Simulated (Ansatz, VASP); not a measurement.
# One calculation of Li3Au2, two programs

```xyz
10
Lattice="7.1876 0.0000 0.0000 0.0000 7.1876 0.0000 0.0000 0.0000 3.6887" Properties=species:S:1:pos:R:3 pbc="T T T"
Li    1.3010    4.8948    1.8443
Li    2.2928    1.3010    1.8443
Li    5.8866    2.2928    1.8443
Li    4.8948    5.8866    1.8443
Li    0.0000    0.0000    0.0000
Li    3.5938    3.5938    0.0000
Au    2.7960    6.3898    0.0000
Au    0.7978    2.7960    0.0000
Au    4.3916    0.7978    0.0000
Au    6.3898    4.3916    0.0000
```

Alike in both runs: task single point; functional r2SCAN; k mesh 5 × 5 × 9; no spin polarisation.

|  | VASP | Ansatz |
| --- | --- | --- |
| version | VASP 6.6.1 | Ansatz 0.2.0 |
| potentials or method | VASP PAW PBE potentials, release 64 (Li_sv, Au), cutoff 520 eV | PAW plane waves |
| occupations | fermi-dirac, width 0.1 eV | fermi-dirac |
| valence electrons in the cell | 62 | 94 |

```tsv
	VASP	Ansatz	Ansatz less VASP
rms of the force components (eV/Å)	2.732	2.732	+0.0001
```

VASP's potentials were made for PBE, not for r2SCAN. VASP's potentials hold 62 valence electrons a cell and Ansatz's 94, so a difference there can come from the potentials and not from the codes.

Neither program's run includes spin-orbit coupling. Noted on VASP's run: the cutoff is under 1.25 times that of the potentials, so the pressure is a little rough.
